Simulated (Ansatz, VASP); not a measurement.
**AlN in VASP and in Ansatz**

```xyz
4
Lattice="3.3121 0.0000 0.0000 -1.6561 2.8684 0.0000 0.0000 0.0000 4.1876" Properties=species:S:1:pos:R:3 pbc="T T T"
Al    0.0000    1.9123    3.1407
Al    1.6561    0.9561    1.0469
N     0.0000    1.9123    1.0469
N     1.6561    0.9561    3.1407
```

Alike in both runs: task single point; functional r2SCAN; k mesh 6 × 6 × 4; no spin polarisation.

```csv
,VASP,Ansatz
version,VASP 6.6.1,Ansatz 0.2.0
potentials or method,"VASP PAW PBE potentials, release 64 (Al, N), cutoff 520 eV","plane waves, PAW"
occupations,"fermi-dirac, width 0.1 eV",fermi-dirac
valence electrons in the cell,16,16
```

|  | VASP | Ansatz | Ansatz less VASP |
| --- | --- | --- | --- |
| gap on the k mesh at the Fermi level (eV) | 3.86 | 3.83 | -0.031 |

VASP's potentials were made for PBE, not for r2SCAN.
